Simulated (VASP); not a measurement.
# KFeAs2 (I-4m2) in VASP: single point with PBE

Aim: the single point of KFeAs2 with PBE.

Everything below comes from runs of VASP 6.6.1. Logs are shortened: lines on timing, memory, paths and dates and some standing lists are left out, and cuts for length are marked.

### 1 The cell of the first run

The structure is tetragonal, space group I-4m2 (No. 119). Conventional cell: a = 3.961 Å, b = 3.961 Å, c = 12.766 Å, α = 90.00°, β = 90.00°, γ = 90.00°. Within 3.0 Å of As (site symmetry 2mm) lie 2 Fe at 2.23 Å. Within 3.0 Å of Fe (site symmetry -4m2) lie 4 As at 2.23 Å. K (site symmetry -4m2) has 10 As at 3.54 to 4.22 Å and 4 Fe at 3.76 Å and 4 K at 3.96 Å within 4.6 Å.

### 2 Single point, PBE, collinear spin, ferromagnetic start

INCAR

```
SYSTEM = KFeAs2
  ALGO = Normal
  EDIFF = 1E-7
  ENCUT = 520
  GGA = PE
  ISIF = 2
  ISMEAR = -1
  ISPIN = 2
  LASPH = .True.
  LCHARG = .False.
  LMAXMIX = 4
  LORBIT = 11
  LREAL = .False.
  LWAVE = .False.
  MAGMOM = 0 0 -1.4 0
  NBANDS = 26
  NELM = 150
  PREC = Accurate
  SIGMA = 0.05
```

KPOINTS

```
k-points
0
Gamma
  9 9 9
  0 0 0
```

POSCAR

```
KFeAs2
1.0
   -1.9803680000      1.9803680000      6.3830190000
    1.9803680000     -1.9803680000      6.3830190000
    1.9803680000      1.9803680000     -6.3830190000
As Fe K
2 1 1
Direct
    0.3307380000      0.3307380000      0.0000000000
    0.6692620000      0.6692620000      0.0000000000
    0.2500000000      0.7500000000      0.5000000000
    0.0000000000      0.0000000000      0.0000000000
```

Potentials or basis: VASP PAW PBE potentials, release 64 (As, Fe, K_sv).

Command:

```sh
$ cat potpaw_PBE.64/As/POTCAR potpaw_PBE.64/Fe/POTCAR potpaw_PBE.64/K_sv/POTCAR > POTCAR
$ mpirun -np 1 vasp_std > vasp.out
```

OUTCAR:

```text
SYSTEM = KFeAs2
   EDIFF = 1E-7
   ENCUT = 520
   GGA = PE
   ISIF = 2
   ISMEAR = -1
   ISPIN = 2
   LASPH = .True.
   LORBIT = 11
   LREAL = .False.
   NELM = 150
   PREC = Accurate

 ion  position               nearest neighbor table
   1  0.331  0.331  0.000-   3 2.23   3 2.23
   2  0.669  0.669  0.000-   3 2.23   3 2.23
   3  0.250  0.750  0.500-   1 2.23   2 2.23   1 2.23   2 2.23
   4  0.000  0.000  0.000-

  LATTYP: Found a body centered tetragonal cell.
 ALAT       =     3.9607360000
 C/A-ratio  =     3.2231479200

  Lattice vectors:

 A1 = (  -1.9803680000,   1.9803680000,   6.3830190000)
 A2 = (   1.9803680000,  -1.9803680000,   6.3830190000)
 A3 = (   1.9803680000,   1.9803680000,  -6.3830190000)

Analysis of symmetry for initial positions (statically):
=====================================================================
 Subroutine PRICEL returns:
 Original cell was already a primitive cell.

 Routine SETGRP: Setting up the symmetry group for a
 body centered tetragonal supercell.

 Subroutine GETGRP returns: Found  8 space group operations
 (whereof  8 operations were pure point group operations)
 out of a pool of 16 trial point group operations.

The static configuration has the point symmetry D_2d.

Analysis of symmetry for dynamics (positions and initial velocities):
=====================================================================
 Subroutine PRICEL returns:
 Original cell was already a primitive cell.

 Routine SETGRP: Setting up the symmetry group for a
 body centered tetragonal supercell.

 Subroutine GETGRP returns: Found  8 space group operations
 (whereof  8 operations were pure point group operations)
 out of a pool of 16 trial point group operations.

The dynamic configuration has the point symmetry D_2d.

Analysis of structural, dynamic, and magnetic symmetry:
=====================================================================
 Subroutine PRICEL returns:
 Original cell was already a primitive cell.

 Routine SETGRP: Setting up the symmetry group for a
 body centered tetragonal supercell.

 Subroutine GETGRP returns: Found  8 space group operations
 (whereof  8 operations were pure point group operations)
 out of a pool of 16 trial point group operations.

The overall configuration has the point symmetry D_2d.

 Subroutine INISYM returns: Found  8 space group operations
 (whereof  8 operations are pure point group operations),
 and found     1 'primitive' translations

[... 127 lines left out ...]
   LEPSILON=     F    determine dielectric tensor
   LRPA    =     F    only Hartree local field effects (RPA)
 spin polarized calculation
  energy-cutoff  :      520.00
  volume of cell :      100.13
 maximum number of plane-waves:      2735
 NGX is ok and might be reduce to    54
   NGX = 25   NGY = 25   NGZ = 25

 number of electron      27.0000000 magnetization      -0.6037074

 Free energy of the ion-electron system (eV)
  ---------------------------------------------------
  ext. energy  EPLUGINS =         0.00000000
  ---------------------------------------------------
  free energy    TOTEN  =       -18.94888957 eV

  energy without entropy =      -18.92649343  energy(sigma->0) =      -18.93769150

 E-fermi :   2.4927     XC(G=0):  -8.9432

 val. band max:        2.4918855117   @ k =  -0.4444  -0.4444   0.4444
 cond. band min:       2.4994965371   @ k =   0.4444   0.3333   0.0000
 fundamental gap:      0.0076110254
 Fermi energy:         2.4926780318

 spin component 1

 k-point     1 :       0.0000    0.0000    0.0000
  band No.  band energies     occupation
      1     -28.1145      1.00000
      2     -11.6208      1.00000
      3     -11.5656      1.00000
      4     -11.5656      1.00000
      5      -9.1705      1.00000
      6      -7.3343      1.00000
[... 661 lines left out ...]
     24       9.9830      0.00000
     25      11.6903      0.00000

 [... further k-points ...]

 spin component 2

 k-point     1 :       0.0000    0.0000    0.0000
  band No.  band energies     occupation
      1     -28.1130      1.00000
      2     -11.6188      1.00000
      3     -11.5641      1.00000
      4     -11.5641      1.00000
      5      -9.1571      1.00000
      6      -7.3145      1.00000
[... 661 lines left out ...]
     24       9.9884      0.00000
     25      11.6910      0.00000

 [... further k-points ...]

 [bands above 25 left out]

------------------------ aborting loop because EDIFF is reached ----------------------------------------

  FORCE on cell =-STRESS in cart. coord.  units (eV):
  Direction    XX          YY          ZZ          XY          YZ          ZX
  --------------------------------------------------------------------------------------
  -------------------------------------------------------------------------------------
  Total        0.1951469      0.1951469      0.0583540      0.0000000      0.0000000      0.0000000
  in kB        3.1224418      3.1224418      0.9336919      0.0000000      0.0000000      0.0000000
  external PRESSURE =       2.3928585 kB  Pullay stress =       0.0000000 kB

 VOLUME and BASIS-vectors are now :
 -----------------------------------------------------------------------------
  energy-cutoff  :      520.00
  volume of cell :      100.13
      direct lattice vectors                 reciprocal lattice vectors
    -1.980368000  1.980368000  6.383019000     0.000000000  0.252478327  0.078332839
     1.980368000 -1.980368000  6.383019000     0.252478327  0.000000000  0.078332839
     1.980368000  1.980368000 -6.383019000     0.252478327  0.252478327  0.000000000

 POSITION                                       TOTAL-FORCE (eV/Angst)
 -----------------------------------------------------------------------------------
      0.00000      0.00000      4.22221        -0.000000     -0.000000      0.062416
      0.00000      0.00000      8.54382        -0.000000     -0.000000     -0.062416
      1.98037      0.00000      3.19151         0.000000      0.000000     -0.000000
      0.00000      0.00000      0.00000         0.000000      0.000000     -0.000000
 -----------------------------------------------------------------------------------
    total drift:                               -0.000000      0.000000      0.000000

  FREE ENERGIE OF THE ION-ELECTRON SYSTEM (eV)
  ---------------------------------------------------
  free  energy   TOTEN  =       -18.9488895663 eV

  energy  without entropy=      -18.9264934302  energy(sigma->0) =      -18.93769150

 total charge

# of ion       s       p       d       tot
------------------------------------------
    1        1.251   1.477   0.044   2.773
    2        1.251   1.477   0.044   2.773
    3        0.493   0.523   6.471   7.486
    4        1.960   5.577   0.032   7.570
--------------------------------------------------
tot          4.955   9.055   6.591  20.601

 magnetization (x)

# of ion       s       p       d       tot
------------------------------------------
    1       -0.000   0.028  -0.002   0.026
    2       -0.000   0.028  -0.002   0.026
    3       -0.017  -0.015  -0.623  -0.654
    4        0.001   0.001  -0.000   0.001
--------------------------------------------------
tot         -0.016   0.042  -0.627  -0.602
```

stdout:

```text
POSCAR found type information on POSCAR AsFeK
 POSCAR found :  3 types and       4 ions
 scaLAPACK will be used
 LDA part: xc-table for (Slater+PW92), standard interpolation
 POSCAR, INCAR and KPOINTS ok, starting setup
 FFT: planning ... GRIDC
 FFT: planning ... GRID_SOFT
 FFT: planning ... GRID
 WAVECAR not read
 entering main loop
```

Run time: 17 min. Hardware: 1 thread of Intel Xeon Platinum 8559C (Emerald Rapids), shared host; peak memory 0.71 GiB.

Results:

```
Free energy                                           : -18.9489 eV
Pressure                                              : 0.2 GPa
Largest force                                         : 0.062 eV/Å
Net moment                                            : -0.60 μB per cell
Site moments                                          : As +0.03; Fe -0.65; K +0.00 μB
Valence electrons inside the program's atomic spheres : As 2.77; Fe 7.49; K 7.57
```

Forces in eV/Å, atoms in the order of the input:
```
As   0.000  0.000  0.062
As   0.000  0.000 -0.062
Fe   0.000  0.000  0.000
K    0.000  0.000  0.000
```

Levels at points of the mesh, in eV from the Fermi level:
Spin up:
| k point | band 10 | band 11 | band 12 | band 13 | band 14 | band 15 | band 16 | band 17 |
| --- | --- | --- | --- | --- | --- | --- | --- | --- |
| (0.00, 0.00, 0.00) | -2.60 | -0.89 | -0.79 | -0.79 | 0.11 | 2.88 | 2.88 | 2.97 |
Spin down:
| k point | band 11 | band 12 | band 13 | band 14 | band 15 | band 16 | band 17 | band 18 |
| --- | --- | --- | --- | --- | --- | --- | --- | --- |
| (0.00, 0.00, 0.00) | -1.43 | -0.85 | -0.85 | -0.58 | 2.70 | 2.70 | 2.72 | 3.54 |

Caveat: a cell with one magnetic atom can't hold antiferromagnetic order, which such compounds often take.
